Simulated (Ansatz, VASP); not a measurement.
Two plane-wave programs on PdCl

Contents of INCAR:

```
PREC     = Accurate       # precision mode
ENCUT    = 600            # plane-wave cutoff, eV
EDIFF    = 1E-6           # SCF threshold, eV
ISMEAR   = -1             # smearing method
SIGMA    = 0.08           # smearing width, eV
LREAL    = False          # projectors in reciprocal space
LASPH    = True           # aspherical terms in the spheres
NELM     = 100            # most SCF steps
ALGO     = Normal         # electronic algorithm
ISIF     = 3              # what is computed and relaxed
LWAVE    = False          # write WAVECAR
LCHARG   = False          # write CHGCAR
GGA      = PE             # functional
IBRION   = 2              # ionic algorithm
NSW      = 60             # ionic steps
EDIFFG   = -0.005         # ionic threshold
```

File KPOINTS:

```
regular mesh
0
Gamma
  15 15 15
```

POSCAR

```
PdCl
1.0
    2.7144176166      0.0000000000      0.0000000000
    0.0000000000      2.7144176166      0.0000000000
    0.0000000000      0.0000000000      2.7144176166
Pd Cl
1 1
Direct
    0.0000000000      0.0000000000      0.0000000000
    0.5000000000      0.5000000000      0.5000000000
```

Input for Ansatz:

```yaml
crystal:
  lattice:
    - [2.7144176166, 0.0, 0.0]
    - [0.0, 2.7144176166, 0.0]
    - [0.0, 0.0, 2.7144176166]
  atoms:
    - { symbol: Pd, position: [0.0, 0.0, 0.0] }
    - { symbol: Cl, position: [0.5, 0.5, 0.5] }
kpoints:
  mp_grid: { grid: [15, 15, 15] }
scf:
  occupations: { method: fermi_dirac, width: 0.08 }
  convergence: { dr2_threshold: 1.0e-09 }
hamiltonian:
  xc: pbe
  pseudopotentials: { kind: paw }
output:
  forces: true
  stress: true
relax:
  f_tol: 0.005
  max_steps: 40
  cell: {}
```

Alike in both runs: task relaxation of cell and atoms; functional PBE; k mesh 15 × 15 × 15; occupations fermi-dirac, width 0.08 eV; no spin polarisation.

```csv
,VASP,Ansatz
version,VASP 6.6.1,Ansatz 0.2.0
potentials or method,"VASP PAW PBE potentials, release 64 (Pd, Cl)","PAW with Ansatz's default frozen-core files, scalar-relativistic"
plane-wave cutoff (eV),600,420
valence electrons in the cell,17,25
```

Ansatz gave:

* relaxed volume (Å³/atom): 17.13
* relaxed cell length with the largest relative difference (Å): 3.248

Q: What did VASP give for the same quantities?

A: Relaxed volume (Å³/atom): 17.08; relaxed cell length with the largest relative difference (Å): 3.245.

VASP's potentials hold 17 valence electrons a cell and Ansatz's 25, so a difference there can come from the potentials and not from the codes. Ansatz's warnings: stress scf threshold loose.

Noted on VASP's run: the volume moved by over 15 % at a fixed basis, so the end points are rough.
